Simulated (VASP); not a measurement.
# PtSe2 (Sudovikovite) (P-3m1) in VASP: further runs, part 2 of 2

VASP 6.6.1.

### Step 3. Single point, PBE

This run uses another cell than the first one, of 19.45 Å³/atom, 1.021 times its volume.

The input, INCAR:

```
PREC     = Accurate       # precision mode
ENCUT    = 500            # plane-wave cutoff, eV
EDIFF    = 1E-6           # SCF threshold, eV
ISMEAR   = -1             # smearing method
SIGMA    = 0.05           # smearing width, eV
LREAL    = F              # projectors in reciprocal space
LASPH    = T              # aspherical terms in the spheres
NELM     = 120            # most SCF steps
ALGO     = Normal         # electronic algorithm
ISIF     = 2              # what is computed and relaxed
LWAVE    = F              # write WAVECAR
LCHARG   = F              # write CHGCAR
GGA      = PE             # functional
NBANDS   = 18             # bands
GGA_COMPAT= F
```

The input, KPOINTS:

```
Automatic mesh
0
Gamma
  9 9 6
```

The input, POSCAR:

```
PtSe2
1.0
    3.6736695059      0.0000000000      0.0000000000
   -1.8368347530      3.1814915082      0.0000000000
    0.0000000000      0.0000000000      4.9935862081
Pt Se
1 2
Direct
    0.0000000000      0.0000000000      0.0000000000
    0.3333333333      0.6666666667      0.2500000000
    0.6666666667      0.3333333333      0.7500000000
```

Potentials or basis: VASP PAW PBE potentials, release 64 (Pt, Se).

Launch:

```bash
> cat potpaw_PBE.64/Pt/POTCAR potpaw_PBE.64/Se/POTCAR > POTCAR
> mpirun -np 1 vasp_std > vasp.out
```

Wall time 70 s (1 thread of Intel Xeon 8259CL, shared host); peak memory 0.21 GiB.

The run converged. Its results:

| Property | Result |
| --- | --- |
| Free energy | -14.0288 eV |
| Pressure | 13.9 GPa |
| Largest force | 1.144 eV/Å |
| Band gap on the k mesh | zero (band 11 reaches 7.53 eV, above the bottom of band 12 at 7.14 eV) |

Forces in eV/Å, atoms in the order of the input:
```
Pt   0.000  0.000  0.000
Se   0.000  0.000  1.144
Se   0.000  0.000 -1.144
```

Stress tensor (GPa, compression positive):
```
15.31  0.00  0.00
 0.00 15.31  0.00
 0.00  0.00 11.01
```

Levels at points of the mesh, in eV from the Fermi level:
| k point | band 9 | band 10 | band 11 | band 12 | band 13 | band 14 |
| --- | --- | --- | --- | --- | --- | --- |
| (0.00, 0.00, 0.00) | -1.18 | -1.18 | 0.36 | 1.47 | 1.47 | 3.45 |
| (0.00, 0.00, 0.50) | -1.74 | -1.64 | -1.64 | 2.39 | 2.39 | 4.72 |

Caveat: spin-orbit coupling is left out, which moves the levels of the heavy elements; forces of over 1 eV/Å act on the atoms, so gaps and moduli don't describe the material at rest.

### Step 4. Single point, PBE

This run uses another cell than the first one, of 19.86 Å³/atom, 1.043 times its volume.

The input, INCAR:

```
  ALGO = Normal
  EDIFF = 1E-6
  ENCUT = 500
  GGA = PE
  GGA_COMPAT = False
  ISIF = 2
  ISMEAR = -1
  LASPH = True
  LCHARG = False
  LREAL = False
  LWAVE = False
  NBANDS = 18
  NELM = 120
  PREC = Accurate
  SIGMA = 0.05
```

The input, KPOINTS:

```
k-points
0
Gamma
  9 9 6
```

The input, POSCAR:

```
PtSe2
1.0
    3.6990059583      0.0000000000      0.0000000000
   -1.8495029792      3.2034335223      0.0000000000
    0.0000000000      0.0000000000      5.0280258220
Pt Se
1 2
Direct
    0.0000000000      0.0000000000      0.0000000000
    0.3333333333      0.6666666667      0.2500000000
    0.6666666667      0.3333333333      0.7500000000
```

Launch:

```bash
> cat potpaw_PBE.64/Pt/POTCAR potpaw_PBE.64/Se/POTCAR > POTCAR
> mpirun -np 1 vasp_std > vasp.out
```

Run time: 86 s. Hardware: 1 thread of Intel Xeon 8259CL, shared host; peak memory 0.22 GiB.

Results (log left out):

```
Free energy            : -14.1209 eV
Pressure               : 10.4 GPa
Largest force          : 0.850 eV/Å
Band gap on the k mesh : zero (band 11 reaches 7.23 eV, above the bottom of band 12 at 6.84 eV)
```

Forces on the atoms (eV/Å):
```
Pt   0.000  0.000  0.000
Se   0.000  0.000  0.850
Se   0.000  0.000 -0.850
```

Stress tensor (GPa, compression positive):
```
11.43  0.00  0.00
 0.00 11.43  0.00
 0.00  0.00  8.36
```

Levels at points of the mesh, in eV from the Fermi level:
```
           k point  band 9  band 10  band 11  band 12  band 13  band 14
(0.00, 0.00, 0.00)   -1.15    -1.15     0.36     1.45     1.45     3.51
(0.00, 0.00, 0.50)   -1.75    -1.59    -1.59     2.33     2.33     4.74
```

Caveat: spin-orbit coupling is left out, which moves the levels of the heavy elements.

### Step 5. Single point, PBE

This run uses another cell than the first one, of 20.27 Å³/atom, 1.064 times its volume.

The input, INCAR:

```
PREC = Accurate ; ENCUT = 500
EDIFF = 1E-6 ; ISMEAR = -1
SIGMA = 0.05 ; LREAL = F
LASPH = T ; NELM = 120
ALGO = Normal ; ISIF = 2
LWAVE = F ; LCHARG = F
GGA = PE ; NBANDS = 18
GGA_COMPAT = F
```

The input, KPOINTS:

```
Automatic mesh
0
Gamma
  9 9 6
```

The input, POSCAR:

```
PtSe2
1.0
    3.7240000000      0.0000000000      0.0000000000
   -1.8620000000      3.2250790000      0.0000000000
    0.0000000000      0.0000000000      5.0620000000
Pt Se
1 2
Direct
    0.0000000000      0.0000000000      0.0000000000
    0.3333333333      0.6666666667      0.2500000000
    0.6666666667      0.3333333333      0.7500000000
```

Potentials or basis: VASP PAW PBE potentials, release 64 (Pt, Se).

Launch:

```bash
> cat potpaw_PBE.64/Pt/POTCAR potpaw_PBE.64/Se/POTCAR > POTCAR
> mpirun -np 1 vasp_std > vasp.out
```

OUTCAR:

```text
PREC = Accurate
   ENCUT = 500
   EDIFF = 1E-6
   ISMEAR = -1
   LREAL = F
   LASPH = T
   NELM = 120
   ISIF = 2
   GGA = PE

 ion  position               nearest neighbor table
   1  0.000  0.000  0.000-   2 2.49   3 2.49   3 2.49   2 2.49   3 2.49   2 2.49
   2  0.333  0.667  0.250-   1 2.49   1 2.49   1 2.49
   3  0.667  0.333  0.750-   1 2.49   1 2.49   1 2.49

  LATTYP: Found a hexagonal cell.
 ALAT       =     3.7240000000
 C/A-ratio  =     1.3592910849

[... 695 lines left out ...]

  FORCE on cell =-STRESS in cart. coord.  units (eV):
  Direction    XX          YY          ZZ          XY          YZ          ZX
  --------------------------------------------------------------------------------------
  -------------------------------------------------------------------------------------
  Total        3.0236831      3.0236838      2.2724423      0.0000000      0.0000000      0.0000000
  in kB       79.6846524     79.6846719     59.8868245      0.0000000      0.0000000      0.0000000
  external PRESSURE =      73.0853829 kB  Pullay stress =       0.0000000 kB

 VOLUME and BASIS-vectors are now :
 -----------------------------------------------------------------------------
  energy-cutoff  :      500.00
  volume of cell :       60.80
      direct lattice vectors                 reciprocal lattice vectors
     3.724000000  0.000000000  0.000000000     0.268528464  0.155034962  0.000000000
    -1.862000000  3.225079000  0.000000000     0.000000000  0.310069924  0.000000000
     0.000000000  0.000000000  5.062000000     0.000000000  0.000000000  0.197550375

 POSITION                                       TOTAL-FORCE (eV/Angst)
 -----------------------------------------------------------------------------------
      0.00000      0.00000      0.00000         0.000000     -0.000000      0.000000
     -0.00000      2.15005      1.26550        -0.000000     -0.000000      0.580976
      1.86200      1.07503      3.79650        -0.000000      0.000000     -0.580976
 -----------------------------------------------------------------------------------
    total drift:                               -0.000000     -0.000000     -0.000000

  FREE ENERGIE OF THE ION-ELECTRON SYSTEM (eV)
  ---------------------------------------------------
  free  energy   TOTEN  =       -14.1880551898 eV

  energy  without entropy=      -14.1824778079  energy(sigma->0) =      -14.18526650
```

OSZICAR:

```text
N       E                     dE             d eps       ncg     rms          rms(c)
DAV:   1     0.109707055500E+03    0.10971E+03   -0.98614E+03  2248   0.104E+03
DAV:   2    -0.980517050186E+01   -0.11951E+03   -0.11517E+03  2760   0.208E+02
DAV:   3    -0.149410264565E+02   -0.51359E+01   -0.50980E+01  2676   0.432E+01
DAV:   4    -0.149797262804E+02   -0.38700E-01   -0.38686E-01  2742   0.409E+00
DAV:   5    -0.149801256895E+02   -0.39941E-03   -0.39940E-03  2714   0.409E-01    0.131E+01
DAV:   6    -0.143994081771E+02    0.58072E+00   -0.40845E+00  2320   0.186E+01    0.793E+00
DAV:   7    -0.142074004979E+02    0.19201E+00   -0.78647E-01  2296   0.873E+00    0.399E+00
DAV:   8    -0.141897244480E+02    0.17676E-01   -0.45458E-02  2456   0.159E+00    0.811E-01
DAV:   9    -0.141878551670E+02    0.18693E-02   -0.63930E-03  2542   0.765E-01    0.173E-01
DAV:  10    -0.141880542873E+02   -0.19912E-03   -0.97871E-04  2630   0.208E-01    0.471E-02
DAV:  11    -0.141880538048E+02    0.48247E-06   -0.56139E-05  2818   0.710E-02    0.230E-02
DAV:  12    -0.141880547477E+02   -0.94295E-06   -0.10978E-05  2420   0.237E-02    0.260E-03
DAV:  13    -0.141880551898E+02   -0.44209E-06   -0.63569E-07  1906   0.529E-03
   1 F= -.14188055E+02 E0= -.14185266E+02  d E =-.557738E-02
```

stdout:

```text
POSCAR found type information on POSCAR PtSe
 POSCAR found :  2 types and       3 ions
 scaLAPACK will be used
 LDA part: xc-table for (Slater+PW92), standard interpolation
 POSCAR, INCAR and KPOINTS ok, starting setup
 FFT: planning ... GRIDC
 FFT: planning ... GRID_SOFT
 FFT: planning ... GRID
 WAVECAR not read
 entering main loop
```

It took 80 s on 1 thread of Intel Xeon 8259CL, shared host; peak memory 0.22 GiB.

What came out:

```yaml
Free_energy: -14.1881 eV
Pressure: 7.3 GPa
Largest_force: 0.581 eV/Å
Band_gap_on_the_k_mesh: zero (band 11 reaches 6.94 eV, above the bottom of band 12 at 6.56 eV)
```

Forces in eV/Å, atoms in the order of the input:
```
Pt   0.000  0.000  0.000
Se   0.000  0.000  0.581
Se   0.000  0.000 -0.581
```

Caveat: spin-orbit coupling is left out, which moves the levels of the heavy elements.

### Step 6. Summary

```tsv
cell	gap on the mesh (eV)	pressure (GPa)	largest force (eV/Å)
a = 3.648, b = 3.648, c = 4.959 Å, angles 90.0, 90.0, 120.0°, 3 atoms	none	17.8	1.46
a = 3.674, b = 3.674, c = 4.994 Å, angles 90.0, 90.0, 120.0°, 3 atoms	none	13.9	1.14
a = 3.699, b = 3.699, c = 5.028 Å, angles 90.0, 90.0, 120.0°, 3 atoms	none	10.4	0.85
a = 3.724, b = 3.724, c = 5.062 Å, angles 90.0, 90.0, 120.0°, 3 atoms	none	7.3	0.58
```

Alike in all rows: task single point; level PBE; potentials or basis VASP PAW PBE potentials, release 64 (Pt, Se); no spin polarisation; k mesh 9 × 9 × 6; cutoff (eV) 500; smearing fermi-dirac 0.05 eV.

Caveats: spin-orbit coupling is left out, which moves the levels of the heavy elements; forces of over 1 eV/Å act on the atoms, so gaps and moduli don't describe the material at rest (some runs).

Absolute energies hang on the potentials; compare differences alone.
